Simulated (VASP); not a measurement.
# Cd9O8 in VASP: single point with LDA

Aim: the single point of Cd9O8 with LDA.

All numbers are computed with VASP 6.6.1; they aren't measurements. Logs are shortened: lines on timing, memory, paths and dates and some standing lists are left out, and cuts for length are marked.

## (1) The cell of the first run

The cell holds a slab with vacuum, 17 atoms: a = 6.689 Å, b = 6.689 Å, c = 15.096 Å, α = 90.00°, β = 90.00°, γ = 60.00°.

## (2) Single point, LDA

The input, INCAR:

```
PREC = Accurate
ENCUT = 520
EDIFF = 1E-6
ISMEAR = -1
SIGMA = 0.05
LREAL = Auto
LASPH = True
NELM = 80
ALGO = Normal
ISIF = 2
LWAVE = False
LCHARG = False
NBANDS = 92
```

The input, KPOINTS:

```
regular mesh
0
Gamma
  2 2 1
```

The input, POSCAR:

```
Cd9O8
1.0
    6.6892300000      0.0000000000      0.0000000000
    3.3446150000      5.7930430000      0.0000000000
    0.0000000000      0.0000000000     15.0963000000
Cd O
9 8
Direct
    0.0000000000      0.0000000000      0.0662414000
    0.0000000000      0.5000000000      0.0662414000
    0.5000000000      0.0000000000      0.0662414000
    0.5000000000      0.5000000000      0.0662414000
    0.6668205936      0.6656419811      0.3351882218
    0.6607210649      0.1691315463      0.2422384174
    0.1693858345      0.6606307007      0.2424268341
    0.1697248059      0.1687883912      0.2421459142
    0.3333094172      0.3322495370      0.4012481599
    0.3332123183      0.8333731468      0.1195166674
    0.3332983237      0.3331324778      0.1565156370
    0.8334082922      0.8333979504      0.1193670264
    0.8333648650      0.3332288217      0.1193476575
    0.0240929585      0.4871707597      0.3273002256
   -0.0003030774     -0.0001786162      0.2802711969
    0.4876731834      0.4874552880      0.3275091375
    0.4882111177      1.0230780805      0.3272932234
```

Potentials or basis: VASP PAW LDA potentials, release 64 (Cd, O).

Run with:

```bash
$ cat potpaw_LDA.64/Cd/POTCAR potpaw_LDA.64/O/POTCAR > POTCAR
$ mpirun -np 1 vasp_std > vasp.out
```

OUTCAR:

```text
PREC = Accurate
   ENCUT = 520
   EDIFF = 1E-6
   ISMEAR = -1
   LREAL = Auto
   LASPH = True
   NELM = 80
   ISIF = 2

 ion  position               nearest neighbor table
   1  0.000  0.000  0.066-  12 2.09  13 2.09  10 2.09   8 3.30   6 3.30   7 3.31   2 3.34   2 3.34
                             4 3.34   4 3.34   3 3.34   3 3.34
   2  0.000  0.500  0.066-  13 2.09  12 2.09  11 2.36   7 3.28   8 3.28   1 3.34   1 3.34   3 3.34
                             3 3.34   4 3.34   4 3.34
   3  0.500  0.000  0.066-  12 2.09  10 2.09  11 2.36   6 3.27   8 3.27   4 3.34   2 3.34   4 3.34
                             2 3.34   1 3.34   1 3.34
   4  0.500  0.500  0.066-  13 2.09  10 2.09  11 2.36   6 3.28   7 3.28   3 3.34   1 3.34   3 3.34
                             1 3.34   2 3.34   2 3.34
   5  0.667  0.666  0.335-  14 2.07  16 2.07  17 2.07   6 3.62   7 3.63   7 3.63   8 3.63   8 3.63
                             6 3.63
   6  0.661  0.169  0.242-  15 2.05  17 2.25  16 2.25  11 2.30  12 2.69  13 2.69   9 3.06   3 3.27
                             4 3.28   8 3.29   7 3.29   1 3.30   7 3.40   8 3.40   5 3.62   5 3.63
   7  0.169  0.661  0.242-  15 2.05  16 2.25  14 2.25  11 2.30  12 2.69  10 2.69   9 3.06   2 3.28
                             4 3.28   6 3.29   8 3.29   1 3.31   8 3.40   6 3.40   5 3.63   5 3.63
   8  0.170  0.169  0.242-  15 2.05  14 2.25  17 2.25  11 2.30  10 2.68  13 2.69   9 3.06   3 3.27
                             2 3.28   6 3.29   7 3.29   1 3.30   7 3.40   6 3.40   5 3.63   5 3.63
   9  0.333  0.332  0.401-  17 2.11  14 2.11  16 2.11   8 3.06   6 3.06   7 3.06
  10  0.333  0.833  0.120-   1 2.09   4 2.09   3 2.09   8 2.68   7 2.69
  11  0.333  0.333  0.157-   6 2.30   8 2.30   7 2.30   3 2.36   2 2.36   4 2.36
  12  0.833  0.833  0.119-   1 2.09   2 2.09   3 2.09   6 2.69   7 2.69
  13  0.833  0.333  0.119-   1 2.09   4 2.09   2 2.09   8 2.69   6 2.69
  14  0.024  0.487  0.327-   5 2.07   9 2.11   7 2.25   8 2.25
  15  1.000  1.000  0.280-   6 2.05   7 2.05   8 2.05
  16  0.488  0.487  0.328-   5 2.07   9 2.11   7 2.25   6 2.25
  17  0.488  0.023  0.327-   5 2.07   9 2.11   6 2.25   8 2.25

  LATTYP: Found a hexagonal cell.
 ALAT       =     6.6892299032
 C/A-ratio  =     2.2568068699

  Lattice vectors:

 A1 = (  -3.3446150000,  -5.7930430000,   0.0000000000)
 A2 = (   6.6892300000,   0.0000000000,   0.0000000000)
 A3 = (   0.0000000000,   0.0000000000,  15.0963000000)

Analysis of symmetry for initial positions (statically):
=====================================================================
 Subroutine PRICEL returns:
 Original cell was already a primitive cell.

 Routine SETGRP: Setting up the symmetry group for a
 hexagonal supercell.

 Subroutine GETGRP returns: Found  1 space group operations
 (whereof  1 operations were pure point group operations)
[... 135 lines left out ...]
   PSTRESS=    0.0 pullay stress
   NELECT =     156.0000    total number of electrons
   NUPDOWN=      -1.0000    fix difference up-down
   EMIN   =  10.00;   EMAX   =-10.00  energy-range for DOS
   EFERMI =   0.00;   METHOD = LEGACY
   ISMEAR =    -1;   SIGMA  =   0.05  broadening in eV -4-tet -1-fermi 0-gaus
   EFERMI_NEDOS =   21; number of points for ismear=-14 and -15
   IALGO  =     38    algorithm
   IMIX   =      4    mixing-type and parameters
     AMIX     =   0.40;   BMIX     =  1.00
     AMIX_MAG =   1.60;   BMIX_MAG =  1.00
  volume/ion in A,a.u.               =      34.41       232.22
  Fermi-wavevector in a.u.,A,eV,Ry     =   1.053736  1.991273 15.107364  1.110360
  Thomas-Fermi vector in A             =   2.188869
   LORBIT       =      0    0 simple, 1 ext, 2 COOP (PROOUT), +10 PAW based schemes
   GGA     = CA    functional components
   LHFCALC =     F    Hartree Fock is set to
   AEXX    =    0.0000 exact exchange contribution
   IVDW    =     0    specifies the selected vdW correction
   LEPSILON=     F    determine dielectric tensor
   LRPA    =     F    only Hartree local field effects (RPA)
 non-spin polarized calculation
  energy-cutoff  :      520.00
  volume of cell :      585.00
 maximum number of plane-waves:     15813
 NGX is ok and might be reduce to    50
   NGX = 25   NGY = 25   NGZ = 57

 number of electron     156.0000002 magnetization

 Free energy of the ion-electron system (eV)
  ---------------------------------------------------
  ext. energy  EPLUGINS =         0.00000000
  ---------------------------------------------------
  free energy    TOTEN  =       -68.52221136 eV

  energy without entropy =      -68.51134511  energy(sigma->0) =      -68.51677824

 E-fermi :  -1.4615     XC(G=0):  -5.9552

 val. band max:       -1.6751070982   @ k =   0.0000   0.5000   0.0000
 cond. band min:      -1.2479484840   @ k =   0.0000   0.5000   0.0000
 fundamental gap:      0.4271586142
 Fermi energy:        -1.4615053446

 k-point     1 :       0.0000    0.0000    0.0000
  band No.  band energies     occupation
      1     -19.6354      2.00000
      2     -19.3537      2.00000
      3     -19.3509      2.00000
      4     -19.1729      2.00000
      5     -18.8095      2.00000
      6     -18.5576      2.00000
[... 361 lines left out ...]
     89       3.3228      0.00000
     90       3.4964      0.00000
 [bands above 90 left out]

------------------------ aborting loop because EDIFF is reached ----------------------------------------

  FORCE on cell =-STRESS in cart. coord.  units (eV):
  Direction    XX          YY          ZZ          XY          YZ          ZX
  --------------------------------------------------------------------------------------
  -------------------------------------------------------------------------------------
  Total        8.6126901      8.5539006      1.5361065      0.0004871      0.0072101      0.0125310
  in kB       23.5882654     23.4272539      4.2070581      0.0013342      0.0197470      0.0343195
  external PRESSURE =      17.0741925 kB  Pullay stress =       0.0000000 kB

 VOLUME and BASIS-vectors are now :
 -----------------------------------------------------------------------------
  energy-cutoff  :      520.00
  volume of cell :      585.00
      direct lattice vectors                 reciprocal lattice vectors
     6.689230000  0.000000000  0.000000000     0.149494037 -0.086310424  0.000000000
     3.344615000  5.793043000  0.000000000     0.000000000  0.172620849  0.000000000
     0.000000000  0.000000000 15.096300000     0.000000000  0.000000000  0.066241397

 POSITION                                       TOTAL-FORCE (eV/Angst)
 -----------------------------------------------------------------------------------
      0.00000      0.00000      1.00000         0.006393     -0.005463     -0.085132
      1.67231      2.89652      1.00000         1.137321     -0.655421     -0.198730
      3.34462      0.00000      1.00000        -0.006929      1.305643     -0.201193
      5.01692      2.89652      1.00000        -1.140797     -0.648102     -0.194744
      6.68683      3.85609      5.06010        -0.001555      0.004108      0.035434
      4.98540      0.97979      3.65690        -0.057218      0.034385     -0.069516
[... 9 lines left out ...]
      4.89251      2.82385      4.94418         0.042182      0.020771     -0.007716
      3.34294      0.13369      4.94092        -0.002060     -0.049246     -0.008696
 -----------------------------------------------------------------------------------
    total drift:                               -0.001904     -0.003084     -0.005441

  FREE ENERGIE OF THE ION-ELECTRON SYSTEM (eV)
  ---------------------------------------------------
  free  energy   TOTEN  =       -68.5222113645 eV

  energy  without entropy=      -68.5113451068  energy(sigma->0) =      -68.51677824
```

It took 5.3 min on 1 thread of AMD EPYC 9R45 (Zen 5), shared host; peak memory 0.48 GiB.

Results:

| Property | Result |
| --- | --- |
| Free energy | -68.5222 eV |
| Largest force | 1.328 eV/Å |
| Band gap on the k mesh | 0.43 eV |

Forces in eV/Å, atoms in the order of the input:
```
Cd   0.006 -0.005 -0.085
Cd   1.137 -0.655 -0.199
Cd  -0.007  1.306 -0.201
Cd  -1.141 -0.648 -0.195
Cd  -0.002  0.004  0.035
Cd  -0.057  0.034 -0.070
Cd  -0.002 -0.067 -0.074
Cd   0.059  0.033 -0.071
Cd   0.000 -0.002  0.283
O    0.002  0.001  0.152
O    0.002  0.004 -0.028
O   -0.004 -0.002  0.156
O    0.002  0.001  0.158
O   -0.039  0.025 -0.006
O    0.003 -0.002  0.161
O    0.042  0.021 -0.008
O   -0.002 -0.049 -0.009
```

Caveat: the k points lie up to 0.54 Å⁻¹ apart.
